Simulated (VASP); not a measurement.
Runs of VASP 6.6.1 on AgCl. The structure is that of space group Fm-3m (No. 225), or close to it. The cells are those of the table. 

```tsv
task	level	potentials or basis	spin	cell	k mesh	cutoff (eV)	smearing	gap on the mesh (eV)	pressure (GPa)
single point	PBE	VASP PAW PBE potentials, release 64 (Ag, Cl)	non-collinear, zero start, SOC	a = 3.922 Å, angles 60.0°, 2 atoms	8 × 8 × 8	520	fermi-dirac 0.02 eV	-	1.4
single point	r2SCAN	VASP PAW PBE potentials, release 64 (Ag, Cl)	off	a = 3.922 Å, angles 60.0°, 2 atoms	8 × 8 × 8	520	gaussian 0.01 eV	1.42	(c)
single point	LDA	VASP PAW LDA potentials, release 64 (Ag, Cl)	off	a = 3.786 Å, angles 60.0°, 2 atoms	8 × 8 × 8	520	fermi-dirac 0.02 eV	0.66	0.0
single point	PBE	VASP PAW PBE potentials, release 64 (Ag, Cl)	off	a = 3.922 Å, angles 60.0°, 2 atoms	8 × 8 × 8	520	fermi-dirac 0.02 eV	0.91	1.5
dielectric tensor	r2SCAN	VASP PAW PBE potentials, release 64 (Ag, Cl)	off	a = 3.922 Å, angles 60.0°, 2 atoms	6 × 6 × 6	520	gaussian 0.01 eV	1.42	-
relaxation of cell and atoms	LDA	VASP PAW LDA potentials, release 64 (Ag, Cl)	off	relaxed from a = 3.967 Å, angles 60.0°, 2 atoms	8 × 8 × 8	600	fermi-dirac 0.02 eV	0.65	0.0
single point	LDA	VASP PAW LDA potentials, release 64 (Ag, Cl)	off	a = 3.922 Å, angles 60.0°, 2 atoms	8 × 8 × 8	520	gaussian 0.01 eV	(a)	(b)
```

Question: Estimate the missing entries.

Answer: (a) 0.64; (b) -5.6; (c) -0.1.

Caveats: semilocal functionals underestimate gaps, and a narrow one can read as zero (at least some runs); the PAW data sets were made with another functional, which shifts forces and pressure a little (at least some runs); the cell stands under tension (at least some runs).

A k mesh can miss the band edges, and rows without SOC leave out spin-orbit coupling on Ag.
